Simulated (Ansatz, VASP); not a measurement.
TlBr in VASP and in Ansatz

```
CELL_PARAMETERS angstrom
3.91453 0.00979 0.00979
0.00979 3.91453 0.00979
0.00979 0.00979 3.91453
ATOMIC_POSITIONS crystal
Tl 0.00000 0.00000 0.00000
Br 0.50000 0.50000 0.50000
```

Change from the starting cell: equal xy, yz and zx engineering shears of +0.5 %.

Alike in both runs: task relaxation of the atoms; functional PBEsol; k mesh 6 × 6 × 6; non-collinear spin, spin-orbit coupling.

|  | VASP | Ansatz |
| --- | --- | --- |
| version | VASP 6.6.1 | Ansatz 0.2.0 |
| potentials or method | VASP PAW PBE potentials, release 64 (Tl_d, Br), cutoff 450 eV | all-electron LAPW |
| occupations | gaussian, width 0.01 eV | fixed |

```tsv
	VASP	Ansatz	Ansatz less VASP
net moment per atom (μB)	0.00	0.00	0.000
```

VASP's potentials were made for PBE, not for PBEsol. Ansatz ran all-electron here, and VASP with PAW potentials.

Noted on VASP's run: the relaxation stopped at its first step, so nothing moved.
